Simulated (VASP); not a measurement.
# Mo (Fd-3m) in VASP: a series of runs, part 2 of 2

VASP 6.6.1. Earlier steps stand in the parts before.

**5. Relaxation of cell and atoms, PBE, target pressure 20 GPa, at which the enthalpy is minimised**

Input file INCAR:

```
PREC = Accurate ; ENCUT = 600
EDIFF = 1E-6 ; ISMEAR = -1
SIGMA = 0.1 ; LREAL = F
LASPH = T ; NELM = 100
ALGO = Normal ; ISIF = 3
LWAVE = F ; LCHARG = F
GGA = PE ; IBRION = 2
NSW = 80 ; EDIFFG = -0.01
PSTRESS = 200.0
```

Input file KPOINTS:

```
Automatic mesh
0
Gamma
  14 14 14
```

Input file POSCAR:

```
Mo
1.0
    0.0000000000      2.7250000000      2.7250000000
    2.7250000000      0.0000000000      2.7250000000
    2.7250000000      2.7250000000      0.0000000000
Mo
2
Direct
    0.0000000000      0.0000000000      0.0000000000
    0.2500000000      0.2500000000      0.2500000000
```

Potentials or basis: VASP PAW PBE potentials, release 64 (Mo_sv).

Run with:

```console
$ cat potpaw_PBE.64/Mo_sv/POTCAR > POTCAR
$ mpirun -np 1 vasp_std > vasp.out
```

OUTCAR:

```text
PREC = Accurate
   ENCUT = 600
   EDIFF = 1E-6
   ISMEAR = -1
   LREAL = F
   LASPH = T
   NELM = 100
   ISIF = 3
   GGA = PE
   IBRION = 2
   NSW = 80
   EDIFFG = -0.01
   PSTRESS = 200.0

 ion  position               nearest neighbor table
   1  0.000  0.000  0.000-   2 2.36   2 2.36   2 2.36   2 2.36
   2  0.250  0.250  0.250-   1 2.36   1 2.36   1 2.36   1 2.36

  LATTYP: Found a face centered cubic cell.
 ALAT       =     5.4500000000

  Lattice vectors:

 A1 = (   0.0000000000,   2.7250000000,   2.7250000000)
 A2 = (   2.7250000000,   0.0000000000,   2.7250000000)
 A3 = (   2.7250000000,   2.7250000000,   0.0000000000)

Analysis of symmetry for initial positions (statically):
=====================================================================
 Subroutine PRICEL returns:
 Original cell was already a primitive cell.

 Routine SETGRP: Setting up the symmetry group for a
 face centered cubic supercell.

 Subroutine GETGRP returns: Found 48 space group operations
 (whereof 24 operations were pure point group operations)
 out of a pool of 48 trial point group operations.

The static configuration has the point symmetry T_d .
 The point group associated with its full space group is O_h .

Analysis of symmetry for dynamics (positions and initial velocities):
=====================================================================
 Subroutine PRICEL returns:
 Original cell was already a primitive cell.

 Routine SETGRP: Setting up the symmetry group for a
 face centered cubic supercell.

 Subroutine GETGRP returns: Found 48 space group operations
 (whereof 24 operations were pure point group operations)
 out of a pool of 48 trial point group operations.

The dynamic configuration has the point symmetry T_d .
 The point group associated with its full space group is O_h .

 Subroutine INISYM returns: Found 48 space group operations
 (whereof 24 operations are pure point group operations),
[... 120 lines left out ...]
   LORBIT       =      0    0 simple, 1 ext, 2 COOP (PROOUT), +10 PAW based schemes
   GGA     = PE    functional components
   LHFCALC =     F    Hartree Fock is set to
   AEXX    =    0.0000 exact exchange contribution
   IVDW    =     0    specifies the selected vdW correction
   LEPSILON=     F    determine dielectric tensor
   LRPA    =     F    only Hartree local field effects (RPA)
 conjugate gradient relaxation of ions
 non-spin polarized calculation
  energy-cutoff  :      600.00
  volume of cell :       40.47
 maximum number of plane-waves:      1369
   NGX = 15   NGY = 15   NGZ = 15

--------------------------------------- Ionic step        1  -------------------------------------------

 number of electron      28.0000001 magnetization

 Free energy of the ion-electron system (eV)
  ---------------------------------------------------
  ext. energy  EPLUGINS =         0.00000000
  ---------------------------------------------------
  free energy    TOTEN  =       -17.15845088 eV

  energy without entropy =      -17.08288860  energy(sigma->0) =      -17.12066974

------------------------ aborting loop because EDIFF is reached ----------------------------------------

  FORCE on cell =-STRESS in cart. coord.  units (eV):
  Direction    XX          YY          ZZ          XY          YZ          ZX
  --------------------------------------------------------------------------------------
  -------------------------------------------------------------------------------------
  Total        4.6975698      4.6975698      4.6975698      0.0000000      0.0000000      0.0000000
  in kB      185.9748874    185.9748874    185.9748874      0.0000000      0.0000000      0.0000000
  external PRESSURE =     -14.0251126 kB  Pullay stress =     200.0000000 kB
[... 63 lines left out ...]
--------------------------------------- Ionic step        3  -------------------------------------------

 number of electron      28.0000002 magnetization

 Free energy of the ion-electron system (eV)
  ---------------------------------------------------
  ext. energy  EPLUGINS =         0.00000000
  ---------------------------------------------------
  free energy    TOTEN  =       -17.12111153 eV

  energy without entropy =      -17.04624183  energy(sigma->0) =      -17.08367668

 E-fermi :   8.5304     XC(G=0): -11.5368

 val. band max:        8.5264940420   @ k =  -0.2143   0.2857   0.0714
 cond. band min:       8.5311224636   @ k =   0.5000   0.4286   0.0000
 fundamental gap:      0.0046284216
 Fermi energy:         8.5304157187

 k-point     1 :       0.0000    0.0000    0.0000
  band No.  band energies     occupation
      1     -52.1132      2.00000
      2     -51.0418      2.00000
      3     -26.6078      2.00000
      4     -26.6078      2.00000
      5     -26.6078      2.00000
      6     -25.0656      2.00000
[... 481 lines left out ...]
      5     -26.4662      2.00000
      6     -25.2022      2.00000
[... 10 lines left out ...]
     17      10.4790      0.00000
     18      12.5006      0.00000

 [... further k-points ...]

------------------------ aborting loop because EDIFF is reached ----------------------------------------

  FORCE on cell =-STRESS in cart. coord.  units (eV):
  Direction    XX          YY          ZZ          XY          YZ          ZX
  --------------------------------------------------------------------------------------
  -------------------------------------------------------------------------------------
  Total        5.0135019      5.0135019      5.0135019      0.0000000     -0.0000000     -0.0000000
  in kB      200.0152989    200.0152989    200.0152989      0.0000000     -0.0000000     -0.0000000
  external PRESSURE =       0.0152989 kB  Pullay stress =     200.0000000 kB
[... 21 lines left out ...]
  energy  without entropy=      -17.0462418264  energy(sigma->0) =      -17.08367668

  enthalpy is  TOTEN    =       -12.1079930851 eV   P V=        5.0131184491

 reached required accuracy - stopping structural energy minimisation
```

CONTCAR:

```text
Mo
   1.00000000000000
     0.0000000000000000    2.7180212788324125    2.7180212788324125
     2.7180212788324125    0.0000000000000000    2.7180212788324125
     2.7180212788324125    2.7180212788324125    0.0000000000000000
  Mo
     2
Direct
     0.0000000000000000    0.0000000000000000    0.0000000000000000
     0.2500000000000000    0.2500000000000000    0.2500000000000000

  0.00000000E+00  0.00000000E+00  0.00000000E+00
  0.00000000E+00  0.00000000E+00  0.00000000E+00
```

Run time: 2.8 min. Hardware: 1 thread of Intel Xeon 8259CL, shared host; peak memory 0.21 GiB.

Results:

```yaml
Free_energy: -17.1211 eV
Relaxed_volume: 20.08 Å³/atom
Relaxed_cell: a = 3.844 Å, b = 3.844 Å, c = 3.844 Å, α = 60.00°, β = 60.00°, γ = 60.00°
Space_group_after_relaxing_to_0.1_Å: Fd-3m (No. 227)
Energy_change_on_relaxing_the_run_minimises_the_enthalpy: +18.7 meV/atom
Ionic_steps: 3
Pressure_after_relaxing: 20.0 GPa
Band_gap_on_the_k_mesh: zero (bands 14 and 15 overlap by 0.66 eV)
```

The path:
```
step  energy change (eV)  largest force (eV/Å)  pressure (GPa)  volume (Å³)
   1              0.0000                0.0000           18.60        40.47
   2              0.1346                0.0000           23.41        39.44
   3              0.0373                0.0000           20.00        40.16
```

Final structure:
```xyz
2
Lattice="0.0000 2.7180 2.7180 2.7180 0.0000 2.7180 2.7180 2.7180 0.0000" Properties=species:S:1:pos:R:3 pbc="T T T"
Mo    0.0000    0.0000    0.0000
Mo    1.3590    1.3590    1.3590
```

Levels at points of the mesh, in eV from the Fermi level:
| k point | band 10 | band 11 | band 12 | band 13 | band 14 | band 15 | band 16 | band 17 | band 18 |
| --- | --- | --- | --- | --- | --- | --- | --- | --- | --- |
| (0.00, 0.00, 0.00) | -2.80 | -2.80 | -1.56 | -1.56 | -1.56 | 1.46 | 1.46 | 1.46 | 5.06 |
| (0.50, 0.00, 0.00) | -2.50 | -2.50 | -2.25 | -1.96 | -1.96 | 0.57 | 2.63 | 2.63 | 4.17 |
| (0.50, 0.50, 0.00) | -3.74 | -1.92 | -1.92 | 0.32 | 0.32 | 0.43 | 0.43 | 4.51 | 4.51 |

Caveat: the cell is relaxed towards a set pressure, so the run minimises the enthalpy, not the energy.

**6. The runs side by side**

```tsv
cell	gap on the mesh (eV)	pressure (GPa)
relaxed	none	0.0
relaxed to 5 GPa	none	5.0
relaxed to 10 GPa	none	9.9
relaxed to 20 GPa	none	20.0
```

Alike in all rows: task relaxation of cell and atoms; level PBE; potentials or basis VASP PAW PBE potentials, release 64 (Mo_sv); no spin polarisation; k mesh 14 × 14 × 14; cutoff (eV) 600; smearing fermi-dirac 0.1 eV.

Caveats: the cell is relaxed towards a set pressure, so the run minimises the enthalpy, not the energy (at least some runs).

Total energies depend on the potentials used, so only differences within one code and one set of settings carry meaning.
